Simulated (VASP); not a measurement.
# Sn (I4_1/amd) in VASP: notebook

The runs below take Sn through single point, with PBEsol.

All numbers are computed with VASP 6.6.1; they aren't measurements. Logs are shortened: lines on timing, memory, paths and dates and some standing lists are left out, and cuts for length are marked.

## (1) The cell of the first run

The structure is tetragonal, space group I4_1/amd (No. 141). Conventional cell: a = 4.883 Å, b = 4.883 Å, c = 5.870 Å, α = 90.00°, β = 90.00°, γ = 90.00°. Sn (site symmetry -4m2) has 4 Sn at 2.85 Å within 3.8 Å.

## (2) Single point, PBEsol

The input, INCAR:

```
SYSTEM = Sn
PREC = Accurate ; ENCUT = 520
EDIFF = 1E-6 ; ISMEAR = 0
SIGMA = 0.15 ; LREAL = .FALSE.
LASPH = .TRUE. ; NELM = 100
ALGO = Fast ; ISIF = 2
LWAVE = .FALSE. ; LCHARG = .TRUE.
GGA = PS ; LELF = .TRUE.
LVHAR = .TRUE. ; NBANDS = 21
```

The input, KPOINTS:

```
regular mesh
0
G
  18 18 18
  0 0 0
```

The input, POSCAR:

```
Sn
1.0
    0.0000000000      3.4528543785      2.9349262217
    3.4528543785      0.0000000000      2.9349262217
    3.4528543785      3.4528543785      0.0000000000
Sn
2
Direct
    0.5000000000      0.5000000000      0.5000000000
    0.7500000000      0.7500000000      0.7500000000
```

Potentials or basis: VASP PAW PBE potentials, release 64 (Sn_d).

Started as:

```
$ cat potpaw_PBE.64/Sn_d/POTCAR > POTCAR
$ mpirun -np 1 vasp_std > vasp.out
```

OUTCAR:

```text
SYSTEM = Sn
   PREC = Accurate
   ENCUT = 520
   EDIFF = 1E-6
   ISMEAR = 0
   LREAL = .FALSE.
   LASPH = .TRUE.
   NELM = 100
   ISIF = 2
   GGA = PS

 ion  position               nearest neighbor table
   1  0.500  0.500  0.500-   2 2.85   2 2.85   2 2.85   2 2.85
   2  0.750  0.750  0.750-   1 2.85   1 2.85   1 2.85   1 2.85

  LATTYP: Found a body centered tetragonal cell.
 ALAT       =     4.8830734910
 C/A-ratio  =     1.2020815280

  Lattice vectors:

 A1 = (   0.0000000000,  -3.4528543785,  -2.9349262217)
 A2 = (   0.0000000000,   3.4528543785,  -2.9349262217)
 A3 = (   3.4528543785,   0.0000000000,   2.9349262217)

Analysis of symmetry for initial positions (statically):
=====================================================================
 Subroutine PRICEL returns:
 Original cell was already a primitive cell.

 Routine SETGRP: Setting up the symmetry group for a
 body centered tetragonal supercell.

 Subroutine GETGRP returns: Found 16 space group operations
 (whereof  8 operations were pure point group operations)
 out of a pool of 16 trial point group operations.

The static configuration has the point symmetry D_2d.
 The point group associated with its full space group is D_4h.

Analysis of symmetry for dynamics (positions and initial velocities):
=====================================================================
 Subroutine PRICEL returns:
 Original cell was already a primitive cell.

 Routine SETGRP: Setting up the symmetry group for a
 body centered tetragonal supercell.

 Subroutine GETGRP returns: Found 16 space group operations
 (whereof  8 operations were pure point group operations)
 out of a pool of 16 trial point group operations.

The dynamic configuration has the point symmetry D_2d.
 The point group associated with its full space group is D_4h.

 Subroutine INISYM returns: Found 16 space group operations
 (whereof  8 operations are pure point group operations),
 and found     1 'primitive' translations

----------------------------------------------------------------------------------------

                                     Primitive cell

  volume of cell :      69.9816

  direct lattice vectors                    reciprocal lattice vectors
     0.000000000  3.452854379  2.934926222    -0.144807729  0.144807729  0.170362034
     3.452854379  0.000000000  2.934926222     0.144807729 -0.144807729  0.170362034
     3.452854379  3.452854379  0.000000000     0.144807729  0.144807729 -0.170362034

  length of vectors
[... 75 lines left out ...]
   ICHARG =      2    charge: 1-file 2-atom 10-const
   ISPIN  =      1    spin polarized calculation?
   LNONCOLLINEAR =      F non collinear calculations
   LSORBIT =      F    spin-orbit coupling
   LASPH  =      T    aspherical Exc in radial PAW
   ENCUT  =  520.0 eV  38.22 Ry    6.18 a.u.   8.43  8.43  9.08*2*pi/ulx,y,z
   NELM   =    100;   NELMIN=  2; NELMDL= -5     # of ELM steps
   EDIFF  = 0.1E-05   stopping-criterion for ELM
   LREAL  =      F    real-space projection
   EDIFFG = 0.1E-04   stopping-criterion for IOM
   NSW    =      0    number of steps for IOM
   IBRION =     -1    ionic relax: 0-MD 1-quasi-New 2-CG
   NFREE  =      0    steps in history (QN), initial steepest desc. (CG)
   ISIF   =      2    stress and relaxation
   ISYM   =      2    0-nonsym 1-usesym 2-fastsym
   POTIM  = 0.5000    time-step for ionic-motion
   TEBEG  =    0.0;   TEEND  =   0.0 temperature during run
   PSTRESS=    0.0 pullay stress
   NELECT =      28.0000    total number of electrons
   NUPDOWN=      -1.0000    fix difference up-down
   EMIN   =  10.00;   EMAX   =-10.00  energy-range for DOS
   EFERMI =   0.00;   METHOD = LEGACY
   ISMEAR =     0;   SIGMA  =   0.15  broadening in eV -4-tet -1-fermi 0-gaus
   EFERMI_NEDOS =   21; number of points for ismear=-14 and -15
   IALGO  =     68    algorithm
   IMIX   =      4    mixing-type and parameters
     AMIX     =   0.40;   BMIX     =  1.00
     AMIX_MAG =   1.60;   BMIX_MAG =  1.00
  volume/ion in A,a.u.               =      34.99       236.13
  Fermi-wavevector in a.u.,A,eV,Ry     =   1.206330  2.279634 19.799647  1.455233
  Thomas-Fermi vector in A             =   2.342001
   LORBIT       =      0    0 simple, 1 ext, 2 COOP (PROOUT), +10 PAW based schemes
   GGA     = PS    functional components
   LHFCALC =     F    Hartree Fock is set to
   AEXX    =    0.0000 exact exchange contribution
   IVDW    =     0    specifies the selected vdW correction
   LEPSILON=     F    determine dielectric tensor
   LRPA    =     F    only Hartree local field effects (RPA)
 non-spin polarized calculation
 RMM-DIIS sequential band-by-band and
 Gauss-broadening in eV      SIGMA  =   0.15
  energy-cutoff  :      520.00
  volume of cell :       69.98
 maximum number of plane-waves:      1907
 NGX is ok and might be reduce to    36

 number of electron      27.9999991 magnetization

 Free energy of the ion-electron system (eV)
  ---------------------------------------------------
  ext. energy  EPLUGINS =         0.00000000
  ---------------------------------------------------
  free energy    TOTEN  =        -8.37356296 eV

  energy without entropy =       -8.36982205  energy(sigma->0) =       -8.37169250

 E-fermi :   5.2391     XC(G=0):  -8.9915

 val. band max:        5.2365894186   @ k =  -0.1111   0.0000   0.0556
 cond. band min:       5.2477498736   @ k =  -0.0556   0.0000   0.0556
 fundamental gap:      0.0111604550
 Fermi energy:         5.2391057087

 k-point     1 :       0.0000    0.0000    0.0000
  band No.  band energies     occupation
      1     -16.3471      2.00000
      2     -16.2844      2.00000
      3     -16.2844      2.00000
      4     -16.2618      2.00000
      5     -16.2373      2.00000
      6     -16.0079      2.00000
[... 565 lines left out ...]
     20      11.4666      0.00000
     21      12.7860      0.00000

 [... further k-points ...]
[... 5 lines left out ...]
  --------------------------------------------------------------------------------------
  -------------------------------------------------------------------------------------
  Total       -0.6757454     -0.6757454      0.7739769      0.0000000     -0.0000000      0.0000000
  in kB      -15.4707010    -15.4707010     17.7196382      0.0000000     -0.0000000      0.0000000
  external PRESSURE =      -4.4072546 kB  Pullay stress =       0.0000000 kB

 VOLUME and BASIS-vectors are now :
 -----------------------------------------------------------------------------
  energy-cutoff  :      520.00
  volume of cell :       69.98
      direct lattice vectors                 reciprocal lattice vectors
     0.000000000  3.452854379  2.934926222    -0.144807729  0.144807729  0.170362034
     3.452854379  0.000000000  2.934926222     0.144807729 -0.144807729  0.170362034
     3.452854379  3.452854379  0.000000000     0.144807729  0.144807729 -0.170362034

 POSITION                                       TOTAL-FORCE (eV/Angst)
 -----------------------------------------------------------------------------------
      3.45285      3.45285      2.93493        -0.000000     -0.000000      0.000000
      5.17928      5.17928      4.40239         0.000000      0.000000     -0.000000
 -----------------------------------------------------------------------------------
    total drift:                                0.000000      0.000000      0.000000

  FREE ENERGIE OF THE ION-ELECTRON SYSTEM (eV)
  ---------------------------------------------------
  free  energy   TOTEN  =        -8.3735629578 eV

  energy  without entropy=       -8.3698220486  energy(sigma->0) =       -8.37169250
```

OSZICAR:

```text
N       E                     dE             d eps       ncg     rms          rms(c)
DAV:   1     0.228113417295E+03    0.22811E+03   -0.14853E+04 20400   0.192E+03
DAV:   2     0.165580121369E+02   -0.21156E+03   -0.20708E+03 20285   0.444E+02
DAV:   3    -0.765521147010E+01   -0.24213E+02   -0.24063E+02 23630   0.140E+02
DAV:   4    -0.844198377420E+01   -0.78677E+00   -0.78639E+00 22970   0.285E+01
DAV:   5    -0.846913261379E+01   -0.27149E-01   -0.27148E-01 29103   0.516E+00    0.305E+00
RMM:   6    -0.840329413638E+01    0.65838E-01   -0.33767E-02 25194   0.227E+00    0.177E+00
RMM:   7    -0.837201455893E+01    0.31280E-01   -0.55951E-02 25174   0.252E+00    0.156E-01
RMM:   8    -0.837309741023E+01   -0.10829E-02   -0.10473E-02 26819   0.933E-01    0.626E-02
RMM:   9    -0.837353558043E+01   -0.43817E-03   -0.31581E-03 32431   0.480E-01    0.384E-02
RMM:  10    -0.837355099582E+01   -0.15415E-04   -0.24860E-04 26638   0.179E-01    0.116E-02
RMM:  11    -0.837356329550E+01   -0.12300E-04   -0.13346E-04 34396   0.902E-02    0.103E-02
RMM:  12    -0.837356295778E+01    0.33772E-06   -0.77537E-06 26021   0.278E-02
   1 F= -.83735630E+01 E0= -.83716925E+01  d E =-.374091E-02
```

It took 14 min on 1 thread of Oxide Virtual Turin-like, shared host; peak memory 0.6 GiB.

Results:

| Quantity | Value |
| --- | --- |
| Free energy | -8.3736 eV |
| Pressure | -0.4 GPa |
| Band gap on the k mesh | zero (band 14 reaches 5.53 eV, above the bottom of band 15 at 4.88 eV) |

Stress tensor (GPa, compression positive):
```
-1.55  0.00  0.00
 0.00 -1.55  0.00
 0.00  0.00  1.77
```

Caveat: the PAW data sets were made with another functional, which shifts forces and pressure a little; spin-orbit coupling is left out, which moves the levels of the heavy elements.

## (3) Single point, PBEsol

This run uses another cell than the first one, of the same volume but with other edges.

The input, INCAR:

```
SYSTEM = Sn
PREC = Accurate
ENCUT = 520
EDIFF = 1E-6
ISMEAR = 0
SIGMA = 0.15
LREAL = .FALSE.
LASPH = .TRUE.
NELM = 80
ALGO = Fast
ISIF = 2
LWAVE = .FALSE.
LCHARG = .FALSE.
GGA = PS
NBANDS = 21
```

KPOINTS is that of step 2.

The input, POSCAR:

```
Sn
1.0
    0.0000000000      3.0779211454      3.6935053744
    3.0779211454      0.0000000000      3.6935053744
    3.0779211454      3.0779211454      0.0000000000
Sn
2
Direct
    0.5000000000      0.5000000000      0.5000000000
    0.7500000000      0.7500000000      0.7500000000
```

Potentials or basis: VASP PAW PBE potentials, release 64 (Sn_d).

Started as:

```
$ cat potpaw_PBE.64/Sn_d/POTCAR > POTCAR
$ mpirun -np 1 vasp_std > vasp.out
```

Run time: 16 min. Hardware: 1 thread of Oxide Virtual Turin-like, shared host; peak memory 0.59 GiB.

Results (log left out):

```
Free energy            : -8.2981 eV
Pressure               : -0.2 GPa
Band gap on the k mesh : zero (band 14 reaches 5.81 eV, above the bottom of band 15 at 4.92 eV)
```

Stress tensor (GPa, compression positive):
```
 1.92  0.00  0.00
 0.00  1.92  0.00
 0.00  0.00 -4.40
```

Levels at points of the mesh, in eV from the Fermi level:
```tsv
k point	band 10	band 11	band 12	band 13	band 14	band 15	band 16	band 17	band 18	band 19
(0.00, 0.00, 0.00)	-21.26	-10.49	-1.21	-0.91	0.49	0.49	1.97	1.97	2.67	4.85
(0.50, 0.00, 0.00)	-21.20	-8.89	-6.28	-1.79	-0.55	-0.39	3.21	3.55	5.69	7.67
(0.50, 0.50, 0.00)	-21.17	-7.91	-7.91	-1.72	-1.72	1.53	1.53	7.17	7.17	8.22
(0.50, 0.00, 0.50)	-21.25	-7.25	-7.25	-2.68	-2.68	0.37	0.37	6.44	6.44	7.67
```

Caveat: the PAW data sets were made with another functional, which shifts forces and pressure a little; spin-orbit coupling is left out, which moves the levels of the heavy elements.
